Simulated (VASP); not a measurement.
A run of VASP 6.6.1 is set up as follows.

The input INCAR:

```
ALGO = Normal
EDIFF = 1E-6
EDIFFG = -0.01
ENCUT = 600
GGA = PE
IBRION = 2
ISIF = 3
ISMEAR = 0
LASPH = True
LCHARG = False
LREAL = False
LWAVE = False
NELM = 100
NSW = 100
PREC = Accurate
SIGMA = 0.1
```

Contents of KPOINTS:

```
k-points
0
Gamma
  8 8 8
```

File POSCAR:

```
Ta3BN3
1.0
    4.3543631171      0.0000000000      0.0000000000
    0.0000000000      4.3543631171      0.0000000000
    0.0000000000      0.0000000000      4.3543631171
Ta B N
3 1 3
Direct
    0.5000000000      0.0000000000      0.0000000000
    0.0000000000      0.5000000000      0.0000000000
    0.0000000000      0.0000000000      0.5000000000
    0.0000000000      0.0000000000      0.0000000000
    0.0000000000      0.5000000000      0.5000000000
    0.5000000000      0.0000000000      0.5000000000
    0.5000000000      0.5000000000      0.0000000000
```

Potentials or basis: VASP PAW PBE potentials, release 64 (Ta_pv, B, N).

Command:

```bash
$ cat potpaw_PBE.64/Ta_pv/POTCAR potpaw_PBE.64/B/POTCAR potpaw_PBE.64/N/POTCAR > POTCAR
$ mpirun -np 1 vasp_std > vasp.out
```

Problem. Estimate the band gap on the k mesh.

Solution. Zero (an odd number of electrons rules out a gap without spin polarisation).

Final structure:
```cif
data_structure
_symmetry_space_group_name_H-M 'P 1'
_symmetry_Int_Tables_number 1
_cell_length_a 4.3544
_cell_length_b 4.3544
_cell_length_c 4.3544
_cell_angle_alpha 90.000
_cell_angle_beta 90.000
_cell_angle_gamma 90.000
_cell_volume 82.56
loop_
_atom_site_label
_atom_site_type_symbol
_atom_site_fract_x
_atom_site_fract_y
_atom_site_fract_z
_atom_site_occupancy
Ta1 Ta 0.50000 0.00000 0.00000 1
Ta2 Ta 0.00000 0.50000 0.00000 1
Ta3 Ta 0.00000 0.00000 0.50000 1
B1 B 0.00000 0.00000 0.00000 1
N1 N 0.00000 0.50000 0.50000 1
N2 N 0.50000 0.00000 0.50000 1
N3 N 0.50000 0.50000 0.00000 1
```

Caveat: the relaxation stopped at its first step, so nothing moved; spin-orbit coupling is left out, which moves the levels of the heavy elements; an odd number of electrons without spin polarisation forces a metal; a magnetic or distorted state may lie lower.
